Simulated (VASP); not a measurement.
# BeSn2S3 (Immm) in VASP: relaxation of cell and atoms with PBE

Aim: the relaxation of cell and atoms of BeSn2S3 with PBE.

Everything below comes from runs of VASP 6.6.1. Logs are shortened: lines on timing, memory, paths and dates and some standing lists are left out, and cuts for length are marked.

## Step 1: The cell of the first run

It takes space group Immm (No. 71, orthorhombic). The conventional cell has a = 6.403 Å, b = 6.573 Å, c = 6.762 Å, α = 90.00°, β = 90.00°, γ = 90.00°. Within 2.2 Å of Be (site symmetry mmm) lie 2 Sn at 1.68 Å. Sn (site symmetry mm2) has 1 Be at 1.68 Å and 2 S at 2.06 Å within 2.2 Å. S (site symmetry 2mm) has 2 S at 2.04 to 2.33 Å and 2 Sn at 2.06 Å within 2.7 Å. S (site symmetry mmm) has 2 S at 2.04 Å within 2.7 Å.

The cell was generated, and may not be a known phase.

## Step 2: Relaxation of cell and atoms, PBE

INCAR

```
ALGO = Normal
EDIFF = 1E-7
EDIFFG = -0.08
ENCUT = 600
GGA = PE
GGA_COMPAT = False
IBRION = 2
ISIF = 3
ISMEAR = 0
LASPH = True
LCHARG = False
LREAL = False
LWAVE = False
NELM = 120
NELMIN = 4
NSW = 36
PREC = Accurate
SIGMA = 0.15
```

KPOINTS

```
k-points
0
Gamma
  3 3 3
```

POSCAR

```
BeSn2S3
1.0
   -3.2016206000      3.2867132400      3.3810327700
    3.2016206000     -3.2867132400      3.3810327700
    3.2016206000      3.2867132400     -3.3810327700
Be Sn S
1 2 3
Direct
    0.0000000000      0.5000000000      0.5000000000
    0.7514485600      0.2514485600      0.5000000000
    0.2485514400      0.7485514400      0.5000000000
    0.5000000000      0.8181297800      0.3181297800
    0.5000000000      0.1818702200      0.6818702200
    0.5000000000      0.5000000000      0.0000000000
```

Potentials or basis: VASP PAW PBE potentials, release 64 (Be, Sn_d, S).

On the command line:

```console
$ cat potpaw_PBE.64/Be/POTCAR potpaw_PBE.64/Sn_d/POTCAR potpaw_PBE.64/S/POTCAR > POTCAR
$ mpirun -np 1 vasp_std > vasp.out
```

OUTCAR:

```text
EDIFF = 1E-7
   EDIFFG = -0.08
   ENCUT = 600
   GGA = PE
   IBRION = 2
   ISIF = 3
   ISMEAR = 0
   LASPH = True
   LREAL = False
   NELM = 120
   NELMIN = 4
   NSW = 36
   PREC = Accurate

 ion  position               nearest neighbor table
   1  0.000  0.500  0.500-   2 1.68   3 1.68
   2  0.751  0.251  0.500-   1 1.68   4 2.06   5 2.06   3 3.36   3 3.40
   3  0.249  0.749  0.500-   1 1.68   5 2.06   4 2.06   2 3.36   2 3.40
   4  0.500  0.818  0.318-   6 2.04   2 2.06   3 2.06   5 2.33
   5  0.500  0.182  0.682-   6 2.04   3 2.06   2 2.06   4 2.33
   6  0.500  0.500  0.000-   4 2.04   5 2.04

  LATTYP: Found a body centered orthorhombic cell.
 ALAT       =     6.4032412000
 B/A-ratio  =     1.0265779899
 C/A-ratio  =     1.0560379234

  Lattice vectors:

 A1 = (  -3.2016206000,   3.2867132400,   3.3810327700)
 A2 = (   3.2016206000,  -3.2867132400,   3.3810327700)
 A3 = (   3.2016206000,   3.2867132400,  -3.3810327700)

Analysis of symmetry for initial positions (statically):
=====================================================================
 Subroutine PRICEL returns:
 Original cell was already a primitive cell.

 Routine SETGRP: Setting up the symmetry group for a
 body centered orthorhombic supercell.

 Subroutine GETGRP returns: Found  8 space group operations
 (whereof  8 operations were pure point group operations)
 out of a pool of  8 trial point group operations.

The static configuration has the point symmetry D_2h.

Analysis of symmetry for dynamics (positions and initial velocities):
=====================================================================
 Subroutine PRICEL returns:
 Original cell was already a primitive cell.

 Routine SETGRP: Setting up the symmetry group for a
 body centered orthorhombic supercell.

 Subroutine GETGRP returns: Found  8 space group operations
 (whereof  8 operations were pure point group operations)
 out of a pool of  8 trial point group operations.

The dynamic configuration has the point symmetry D_2h.

 Subroutine INISYM returns: Found  8 space group operations
 (whereof  8 operations are pure point group operations),
 and found     1 'primitive' translations

----------------------------------------------------------------------------------------

                                     Primitive cell

  volume of cell :     142.3118

  direct lattice vectors                    reciprocal lattice vectors
    -3.201620600  3.286713240  3.381032770     0.000000000  0.152127662  0.147883808
     3.201620600 -3.286713240  3.381032770     0.156170909  0.000000000  0.147883808
     3.201620600  3.286713240 -3.381032770     0.156170909  0.152127662  0.000000000

  length of vectors
     5.699494800  5.699494800  5.699494800     0.212161368  0.215078994  0.218018757

  position of ions in fractional coordinates (direct lattice)
     0.000000000  0.500000000  0.500000000
     0.751448560  0.251448560  0.500000000
     0.248551440  0.748551440  0.500000000
     0.500000000  0.818129780  0.318129780
     0.500000000  0.181870220  0.681870220
     0.500000000  0.500000000  0.000000000

  ion indices of the primitive-cell ions
   primitive index   ion index
                 1           1
                 2           2
                 3           3
                 4           4
                 5           5
                 6           6

----------------------------------------------------------------------------------------

 KPOINTS: k-points

Automatic generation of k-mesh.
 Grid dimensions read from file:
 generate k-points for:    3    3    3

 Generating k-lattice:

  Cartesian coordinates                     Fractional coordinates (reciprocal lattice)
     0.000000000  0.050709221  0.049294603     0.333333333  0.000000000  0.000000000
     0.052056970  0.000000000  0.049294603     0.000000000  0.333333333 -0.000000000
     0.052056970  0.050709221  0.000000000     0.000000000 -0.000000000  0.333333333

  Length of vectors
     0.070720456  0.071692998  0.072672919

  Shift w.r.t. Gamma in fractional coordinates (k-lattice)
     0.000000000  0.000000000  0.000000000

 Subroutine IBZKPT returns following result:
 ===========================================

 Found      8 irreducible k-points:

 Following reciprocal coordinates:
            Coordinates               Weight
  0.000000  0.000000  0.000000      1.000000
  0.333333 -0.000000  0.000000      4.000000
 -0.000000  0.333333  0.000000      4.000000
  0.333333  0.333333  0.000000      8.000000
 -0.333333  0.333333  0.000000      4.000000
 -0.333333  0.333333  0.333333      2.000000
  0.333333 -0.333333  0.333333      2.000000
 -0.333333 -0.333333  0.333333      2.000000
   k-points           NKPTS =      8   k-points in BZ     NKDIM =      8   number of bands    NBANDS=     28
   number of dos      NEDOS =    301   number of ions     NIONS =      6
   total plane-waves  NPLWV = 110592
   dimension x,y,z NGX =    48 NGY =   48 NGZ =   48
   dimension x,y,z NGXF=    96 NGYF=   96 NGZF=   96
   ions per type =               1   2   3
   NGX,Y,Z   is equivalent  to a cutoff of  14.00, 14.00, 14.00 a.u.
   NGXF,Y,Z  is equivalent  to a cutoff of  28.00, 28.00, 28.00 a.u.
 SYSTEM =  unknown system
   PREC   = accura    normal or accurate (medium, high low for compatibility)
   ISTART =      0    job   : 0-new  1-cont  2-samecut
   ICHARG =      2    charge: 1-file 2-atom 10-const
   ISPIN  =      1    spin polarized calculation?
   LNONCOLLINEAR =      F non collinear calculations
   LSORBIT =      F    spin-orbit coupling
   LASPH  =      T    aspherical Exc in radial PAW
   ENCUT  =  600.0 eV  44.10 Ry    6.64 a.u.  11.38 11.38 11.38*2*pi/ulx,y,z
   NELM   =    120;   NELMIN=  4; NELMDL= -5     # of ELM steps
   EDIFF  = 0.1E-06   stopping-criterion for ELM
   LREAL  =      F    real-space projection
   EDIFFG = -.8E-01   stopping-criterion for IOM
   NSW    =     36    number of steps for IOM
   IBRION =      2    ionic relax: 0-MD 1-quasi-New 2-CG
   NFREE  =      1    steps in history (QN), initial steepest desc. (CG)
   ISIF   =      3    stress and relaxation
   ISYM   =      2    0-nonsym 1-usesym 2-fastsym
   POTIM  = 0.5000    time-step for ionic-motion
   TEBEG  =    0.0;   TEEND  =   0.0 temperature during run
   PSTRESS=    0.0 pullay stress
   NELECT =      48.0000    total number of electrons
   NUPDOWN=      -1.0000    fix difference up-down
   EMIN   =  10.00;   EMAX   =-10.00  energy-range for DOS
   EFERMI =   0.00;   METHOD = LEGACY
   ISMEAR =     0;   SIGMA  =   0.15  broadening in eV -4-tet -1-fermi 0-gaus
   EFERMI_NEDOS =   21; number of points for ismear=-14 and -15
   IALGO  =     38    algorithm
   IMIX   =      4    mixing-type and parameters
     AMIX     =   0.40;   BMIX     =  1.00
     AMIX_MAG =   1.60;   BMIX_MAG =  1.00
  volume/ion in A,a.u.               =      23.72       160.06
  Fermi-wavevector in a.u.,A,eV,Ry     =   1.139571  2.153478 17.668840  1.298623
  Thomas-Fermi vector in A             =   2.276275
   LORBIT       =      0    0 simple, 1 ext, 2 COOP (PROOUT), +10 PAW based schemes
   GGA     = PE    functional components
   LHFCALC =     F    Hartree Fock is set to
   AEXX    =    0.0000 exact exchange contribution
   IVDW    =     0    specifies the selected vdW correction
   LEPSILON=     F    determine dielectric tensor
   LRPA    =     F    only Hartree local field effects (RPA)
 conjugate gradient relaxation of ions
 non-spin polarized calculation
 Gauss-broadening in eV      SIGMA  =   0.15
  energy-cutoff  :      600.00
  volume of cell :      142.31
 maximum number of plane-waves:      4785
 NGX is ok and might be reduce to    48
   NGX = 23   NGY = 23   NGZ = 23

--------------------------------------- Ionic step        1  -------------------------------------------

 number of electron      48.0000000 magnetization

 Free energy of the ion-electron system (eV)
  ---------------------------------------------------
  ext. energy  EPLUGINS =         0.00000000
  ---------------------------------------------------
  free energy    TOTEN  =        -6.13091425 eV

  energy without entropy =       -6.09015014  energy(sigma->0) =       -6.11053220

 E-fermi :   5.1308     XC(G=0):  -8.5615

 val. band max:        4.9975028881   @ k =  -0.3333  -0.3333   0.3333
 cond. band min:       5.1407265015   @ k =  -0.3333   0.3333   0.0000
 fundamental gap:      0.1432236134
 Fermi energy:         5.1307944838

 k-point     1 :       0.0000    0.0000    0.0000
  band No.  band energies     occupation
      1     -18.4088      2.00000
      2     -18.0976      2.00000
      3     -18.0472      2.00000
      4     -17.8484      2.00000
      5     -17.5231      2.00000
      6     -17.4141      2.00000
[... 274 lines left out ...]
  energy  without entropy=       -6.0901501405  energy(sigma->0) =       -6.11053220

--------------------------------------- Ionic step        2  -------------------------------------------

 number of electron      47.9999991 magnetization

 E-fermi :  -0.5161     XC(G=0):  -5.6558

 val. band max:       -0.5347337988   @ k =  -0.3333  -0.3333   0.3333
 cond. band min:      -0.4975250859   @ k =  -0.3333   0.3333   0.3333
 fundamental gap:      0.0372087129
 Fermi energy:        -0.5161007900

 k-point     1 :       0.0000    0.0000    0.0000
  band No.  band energies     occupation
      1     -22.8901      2.00000
      2     -22.8901      2.00000
      3     -22.8887      2.00000
      4     -22.8881      2.00000
      5     -22.7592      2.00000
      6     -22.7582      2.00000
[... 310 lines left out ...]
  FREE ENERGIE OF THE ION-ELECTRON SYSTEM (eV)
  ---------------------------------------------------
  free  energy   TOTEN  =       -18.6162277512 eV

  energy  without entropy=      -18.5591677751  energy(sigma->0) =      -18.58769776

 E-fermi :   7.2983     XC(G=0): -10.1639

 val. band max:        7.2936986670   @ k =  -0.3333  -0.3333   0.3333
 cond. band min:       7.3100670616   @ k =   0.0000   0.0000   0.0000
 fundamental gap:      0.0163683947
 Fermi energy:         7.2983467546

 k-point     1 :       0.0000    0.0000    0.0000
  band No.  band energies     occupation
      1     -14.8481      2.00000
      2     -14.6614      2.00000
      3     -14.6231      2.00000
      4     -14.6193      2.00000
      5     -14.5364      2.00000
      6     -14.4983      2.00000
[... 237 lines left out ...]
     27      10.3331      0.00000
     28      11.0253      0.00000

[... ionic steps 4 to 33 ...]

--------------------------------------- Ionic step       34  -------------------------------------------

 number of electron      48.0000009 magnetization

------------------------ aborting loop because EDIFF is reached ----------------------------------------

  FORCE on cell =-STRESS in cart. coord.  units (eV):
  Direction    XX          YY          ZZ          XY          YZ          ZX
  --------------------------------------------------------------------------------------
  -------------------------------------------------------------------------------------
  Total       -0.4973789      0.2709900      0.3724333      0.0000000      0.0000000      0.0000000
  in kB       -4.1132944      2.2410716      3.0800018      0.0000000      0.0000000      0.0000000
  external PRESSURE =       0.4025930 kB  Pullay stress =       0.0000000 kB
[... 65 lines left out ...]
  energy  without entropy=      -23.8272859017  energy(sigma->0) =      -23.83440508

--------------------------------------- Ionic step       36  -------------------------------------------

 number of electron      48.0000012 magnetization

 Free energy of the ion-electron system (eV)
  ---------------------------------------------------
  ext. energy  EPLUGINS =         0.00000000
  ---------------------------------------------------
  free energy    TOTEN  =       -23.84396806 eV

  energy without entropy =      -23.82960734  energy(sigma->0) =      -23.83678770

 E-fermi :   2.4477     XC(G=0):  -7.5679

 val. band max:        2.4260707941   @ k =   0.0000   0.0000   0.0000
 cond. band min:       2.6172352454   @ k =   0.3333   0.3333   0.0000
 fundamental gap:      0.1911644514
 Fermi energy:         2.4476878509

 k-point     1 :       0.0000    0.0000    0.0000
  band No.  band energies     occupation
      1     -19.3793      2.00000
      2     -19.3457      2.00000
      3     -19.2770      2.00000
      4     -19.2732      2.00000
      5     -19.2410      2.00000
      6     -19.2222      2.00000
[... 270 lines left out ...]
  FREE ENERGIE OF THE ION-ELECTRON SYSTEM (eV)
  ---------------------------------------------------
  free  energy   TOTEN  =       -23.8439680607 eV

  energy  without entropy=      -23.8296073398  energy(sigma->0) =      -23.83678770

 reached required accuracy - stopping structural energy minimisation
```

Run time: 23 min. Hardware: 1 thread of Intel Xeon Platinum 8259CL at 2.50GHz (Skylake/Cascade Lake), shared host; peak memory 0.36 GiB.

What came out:

* Free energy: -23.8440 eV
* Relaxed volume: 32.25 Å³/atom
* Relaxed cell: a = 7.357 Å, b = 7.357 Å, c = 7.357 Å, α = 82.92°, β = 148.95°, γ = 105.45°
* Space group after relaxing (to 0.1 Å): Immm (No. 71)
* Pressure after relaxing: 0.0 GPa
* Largest force after relaxing: 0.072 eV/Å
* Band gap on the k mesh: 0.19 eV (least direct gap 1.05 eV)

Forces in eV/Å, atoms in the order of the input:
```
Be   0.000  0.000  0.000
Sn   0.000  0.000  0.049
Sn   0.000  0.000 -0.049
S   -0.072  0.000  0.000
S    0.072  0.000  0.000
S    0.000  0.000  0.000
```

Stress tensor (GPa, compression positive):
```
-0.33  0.00  0.00
 0.00  0.16  0.00
 0.00  0.00  0.18
```

Final structure:
```yaml
crystal:
  lattice:
    - [-5.51352, 1.96905, 4.45578]
    - [5.51352, -1.96905, 4.45578]
    - [5.51352, 1.96905, -4.45578]
  atoms:
    - { symbol: Be, position: [0.00000, 0.50000, 0.50000] }
    - { symbol: Sn, position: [0.68814, 0.18814, 0.50000] }
    - { symbol: Sn, position: [0.31186, 0.81186, 0.50000] }
    - { symbol: S, position: [0.50000, 0.83507, 0.33507] }
    - { symbol: S, position: [0.50000, 0.16493, 0.66493] }
    - { symbol: S, position: [0.50000, 0.50000, 0.00000] }
```

Levels at points of the mesh, in eV from the valence-band top:
```
           k point  band 21  band 22  band 23  band 24  band 25  band 26  band 27  band 28
(0.00, 0.00, 0.00)    -1.66    -1.56    -0.89     0.00     1.75     2.80     2.89     3.16
```

Caveat: the k points lie up to 0.56 Å⁻¹ apart in the final cell; the volume moved by over 15 % at a fixed basis, so the end points are rough; semilocal functionals underestimate gaps, and a narrow one can read as zero; spin-orbit coupling is left out, which moves the levels of the heavy elements; the relaxation stopped at a loose force limit of 0.08 eV/Å, so its end isn't a converged minimum.
